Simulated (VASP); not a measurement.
A run of VASP 6.6.1:

File INCAR:

```
PREC     = Accurate       # precision mode
ENCUT    = 520            # plane-wave cutoff, eV
EDIFF    = 1E-6           # SCF threshold, eV
ISMEAR   = 0              # smearing method
SIGMA    = 0.1            # smearing width, eV
LREAL    = False          # projectors in reciprocal space
LASPH    = True           # aspherical terms in the spheres
NELM     = 100            # most SCF steps
ALGO     = Fast           # electronic algorithm
ISIF     = 2              # what is computed and relaxed
LWAVE    = False          # write WAVECAR
LCHARG   = True           # write CHGCAR
GGA      = PS             # functional
LELF     = True           # ELF
LVHAR    = True         
NBANDS   = 34             # bands
```

Contents of KPOINTS:

```
Automatic mesh
0
Gamma
  12 12 6
```

File POSCAR:

```
Sc2Al
1.0
    4.8937461312      0.0000000000      0.0000000000
   -2.4468730656      4.2381084693      0.0000000000
    0.0000000000      0.0000000000      6.1587362380
Sc Al
4 2
Direct
    0.0000000000      0.0000000000      0.0000000000
    0.0000000000      0.0000000000      0.5000000000
    0.3333333333      0.6666666667      0.7500000000
    0.6666666667      0.3333333333      0.2500000000
    0.3333333333      0.6666666667      0.2500000000
    0.6666666667      0.3333333333      0.7500000000
```

Potentials or basis: VASP PAW PBE potentials, release 64 (Sc_sv, Al).

Run with:

```sh
$ cat potpaw_PBE.64/Sc_sv/POTCAR potpaw_PBE.64/Al/POTCAR > POTCAR
$ mpirun -np 1 vasp_std > vasp.out
```

Hardware: 1 thread of Intel Xeon 8259CL (shared host).

Question: Estimate the wall time of this run.

Answer: Run time: 9.9 min on 1 thread of Intel Xeon 8259CL, with other jobs on the host, peak memory 0.42 GiB. Counts: scf iterations 20, k points 76.
